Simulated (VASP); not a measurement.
Wanted: the native input for a VASP 6.6.1 run.

```yaml
Task: single point
Functional: PBE
Potentials_or_basis: VASP PAW PBE potentials, release 64 (Al, Ni)
Cutoff: 520 eV
k_mesh: 7 × 7 × 7
Occupations: fermi-dirac, width 0.1 eV
Spin: collinear spin, ferromagnetic start
Starting_moments: "[0.0, 1.0] μB"
Dipole_correction: no
Further_INCAR_settings: ALGO = Normal; EDIFF = 1e-07; NBANDS = 18
```

The structure of AlNi lies in POSCAR:

```
AlNi
1.0
    2.8464400000     -0.0132800000     -0.0236700000
   -0.0132800000      2.8658200000     -0.0001300000
   -0.0236700000     -0.0001300000      2.9247500000
Al Ni
1 1
Direct
    0.9994100000      0.0032500000      0.0032900000
    0.5042653891      0.4880965130      0.5061713741
```

The input as run:

INCAR

```
SYSTEM = AlNi
PREC     = Accurate       ! precision mode
ENCUT    = 520            ! plane-wave cutoff, eV
EDIFF    = 1E-7           ! SCF threshold, eV
ISMEAR   = -1             ! smearing method
SIGMA    = 0.1            ! smearing width, eV
LREAL    = .False.        ! projectors in reciprocal space
LASPH    = .True.         ! aspherical terms in the spheres
NELM     = 150            ! most SCF steps
ALGO     = Normal         ! electronic algorithm
ISIF     = 2              ! what is computed and relaxed
LWAVE    = .False.        ! write WAVECAR
LCHARG   = .True.         ! write CHGCAR
ISPIN    = 2              ! spin polarisation
MAGMOM   = 0 1            ! initial moments
LORBIT   = 11             ! projections on sites
LMAXMIX  = 4              ! l up to which the mixer works
GGA      = PE             ! functional
LELF     = .True.         ! ELF
LVHAR    = .True.       
NBANDS   = 18             ! bands
```

KPOINTS

```
regular mesh
0
Gamma
  7 7 7
  0 0 0
```

Potentials or basis: VASP PAW PBE potentials, release 64 (Al, Ni).

Launch:

```sh
$ cat potpaw_PBE.64/Al/POTCAR potpaw_PBE.64/Ni/POTCAR > POTCAR
$ mpirun -np 1 vasp_std > vasp.out
```

It gave:

```
Pressure                                              : 2.6 GPa
Largest force                                         : 0.275 eV/Å
Net moment                                            : 0.00 μB per cell
Valence electrons inside the program's atomic spheres : Al 0.80; Ni 9.47
```

It took 45 s on 1 thread of Intel(R) Xeon(R) 6975P-C (Granite Rapids), with other jobs on the host, peak memory 0.23 GiB.
